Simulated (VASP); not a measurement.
Write the native input for VASP 6.6.1 that does the following.

| Item | Value |
| --- | --- |
| Task | single point |
| Functional | PBE |
| Potentials or basis | VASP PAW PBE potentials, release 64 (N, Ga_d, Sb) |
| Cutoff | 520 eV |
| k mesh | 8 × 8 × 8 |
| Occupations | fermi-dirac, width 0.02 eV |
| Spin | no spin polarisation |
| Dipole correction | no |
| Further INCAR settings | ALGO = Normal; EDIFF = 1e-06; NBANDS = 46 |

The structure of Ga4SbN3 lies in POSCAR:

```
Ga4SbN3
1.0
   -2.5227774329      2.5227774329      4.8072959694
    2.5227774329     -2.5227774329      4.8072959694
    2.5227774329      2.5227774329     -4.8072959694
N Ga Sb
3 4 1
Direct
    0.2500000000      0.7500000000      0.5000000000
    0.5000000000      0.5000000000      0.0000000000
    0.7500000000      0.2500000000      0.5000000000
    0.8494228494      0.4343054407      0.0000000000
    0.1505771506      0.1505771506      0.5848825912
    0.4343054407      0.8494228494      0.0000000000
    0.5656945593      0.5656945593      0.4151174088
    0.0000000000      0.0000000000      0.0000000000
```

The input as run:

INCAR

```
SYSTEM = Ga4SbN3
ALGO     = Normal         ! electronic algorithm
EDIFF    = 1E-6           ! SCF threshold, eV
ENCUT    = 520            ! plane-wave cutoff, eV
GGA      = PE             ! functional
ISIF     = 2              ! what is computed and relaxed
ISMEAR   = -1             ! smearing method
LASPH    = .TRUE.         ! aspherical terms in the spheres
LCHARG   = .FALSE.        ! write CHGCAR
LREAL    = .FALSE.        ! projectors in reciprocal space
LWAVE    = .FALSE.        ! write WAVECAR
NBANDS   = 46             ! bands
NELM     = 60             ! most SCF steps
PREC     = Accurate       ! precision mode
SIGMA    = 0.02           ! smearing width, eV
```

KPOINTS

```
k-points
0
G
  8 8 8
  0 0 0
```

Potentials or basis: VASP PAW PBE potentials, release 64 (N, Ga_d, Sb).

Command:

```bash
$ cat potpaw_PBE.64/N/POTCAR potpaw_PBE.64/Ga_d/POTCAR potpaw_PBE.64/Sb/POTCAR > POTCAR
$ mpirun -np 1 vasp_std > vasp.out
```

Results of the run:

The pressure is 0.2 GPa, the largest force is 0.005 eV/Å and the band gap on the k mesh is zero (bands 36 and 37 overlap by 0.10 eV).

Caveat: semilocal functionals underestimate gaps, and a narrow one can read as zero; spin-orbit coupling is left out, which moves the levels of the heavy elements.

Wall time 3.7 min on 1 thread of Intel(R) Xeon(R) 6975P-C (Granite Rapids), on a shared host, peak memory 0.5 GiB.
